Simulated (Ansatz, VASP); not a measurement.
BaS in VASP and in Ansatz

The input POSCAR:

```
BaS
1.0
    0.0000000000      3.1078440447      3.2119099263
    3.1078440447      0.0000000000      3.2119099263
    3.1078440447      3.1078440447      0.0000000000
Ba S
1 1
Direct
    0.0000000000      0.0000000000      0.0000000000
    0.5000000000      0.5000000000      0.5000000000
```

INCAR.step1

```
SYSTEM = BaS
  PREC = Accurate
  ENCUT = 520
  ISMEAR = 0
  SIGMA = 0.01
  LREAL = .FALSE.
  LASPH = .TRUE.
  NELM = 80
  NBANDS = 15
  GGA = PE
  ALGO = Normal
  EDIFF = 1E-4
  LWAVE = .TRUE.
  LCHARG = .FALSE.
```

The input INCAR.step2:

```
SYSTEM = BaS
  PREC = Accurate
  ENCUT = 520
  EDIFF = 1E-7
  ISMEAR = 0
  SIGMA = 0.01
  LREAL = .FALSE.
  LASPH = .TRUE.
  NELM = 80
  ALGO = Normal
  ISIF = 2
  LWAVE = .FALSE.
  LCHARG = .FALSE.
  METAGGA = R2SCAN
  LMIXTAU = .TRUE.
  NBANDS = 15
  ISTART = 1
```

File KPOINTS:

```
regular mesh
0
G
  8 8 8
  0 0 0
```

Input for Ansatz:

```yaml
crystal:
  lattice:
    - [0.0, 3.1078440447, 3.2119099263]
    - [3.1078440447, 0.0, 3.2119099263]
    - [3.1078440447, 3.1078440447, 0.0]
  atoms:
    - { symbol: Ba, position: [0.0, 0.0, 0.0] }
    - { symbol: S, position: [0.5, 0.5, 0.5] }
kpoints:
  mp_grid: { grid: [8, 8, 8] }
  band_path:
    path:
      - [0.0, 0.0, 0.0]
      - [0.5, 0.0, 0.5]
      - [0.625, 0.25, 0.625]
      - [0.375, 0.375, 0.75]
      - [0.5, 0.5, 0.5]
      - [0.5, 0.25, 0.75]
      - [0.0, 0.5, 0.5]
    npoints: 1
hamiltonian:
  xc: r2scan
scf:
  occupations: { method: fixed }
  n_extra_bands: 4
output:
  forces: true
  stress: true
  eigenvalues: true
```

Change from the starting cell: biaxial_xy strain -3.2%.

Alike in both runs: task single point; functional r2SCAN; k mesh 8 × 8 × 8; no spin polarisation.

```csv
,VASP,Ansatz
version,VASP 6.6.1,Ansatz 0.2.0
potentials or method,"VASP PAW PBE potentials, release 64 (Ba_sv, S)","plane waves, PAW"
plane-wave cutoff (eV),520,500
occupations,"gaussian, width 0.01 eV",fixed
valence electrons in the cell,16,16
```

|  | VASP | Ansatz | Ansatz less VASP |
| --- | --- | --- | --- |
| gap on the k mesh at the Fermi level (eV) | 2.32 | 2.43 | +0.105 |
| pressure (GPa) | 4.3 | 3.6 | -0.73 |
| traceless stress, the component that is largest in VASP (GPa) | -2.54 | -2.34 | +0.193 |

VASP's potentials were made for PBE, not for r2SCAN.

Neither program's run includes spin-orbit coupling.
